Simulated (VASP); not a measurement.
Here is a VASP 6.6.1 calculation.

Contents of INCAR:

```
PREC = Accurate
ENCUT = 520
EDIFF = 1E-6
ISMEAR = 0
SIGMA = 0.03
LREAL = False
LASPH = True
NELM = 60
ALGO = Normal
ISIF = 2
LWAVE = False
LCHARG = False
NBANDS = 26
```

KPOINTS

```
Automatic mesh
0
Gamma
  15 15 3
```

The input POSCAR:

```
C
1.0
   -1.2226660053     -2.1164534110      0.0000000000
    1.2226660053     -2.1164534110      0.0000000000
    0.1358517784     -0.2351614901     13.4515291704
C
8
Direct
    0.3332964337      0.3194075448      0.1250000000
    0.8332964337      0.7916297670      0.3750000000
    0.3332964337      0.2638519893      0.6250000000
    0.8332964337      0.7360742115      0.8750000000
    0.6667035663      0.6528146774      0.1250000000
    0.1667035663      0.1250368996      0.3750000000
    0.6667035663      0.5972591219      0.6250000000
    0.1667035663      0.0694813441      0.8750000000
```

Potentials or basis: VASP PAW LDA potentials, release 64 (C).

The run is started by

```sh
$ cat potpaw_LDA.64/C/POTCAR > POTCAR
$ mpirun -np 1 vasp_std > vasp.out
```

(1) Estimate the pressure.

(2) Estimate the largest force.

## Answers

(1) 0.9 GPa.

(2) 0.009 eV/Å.

Caveat: the cell differs from its parent crystal (the part above a cut slid along it).
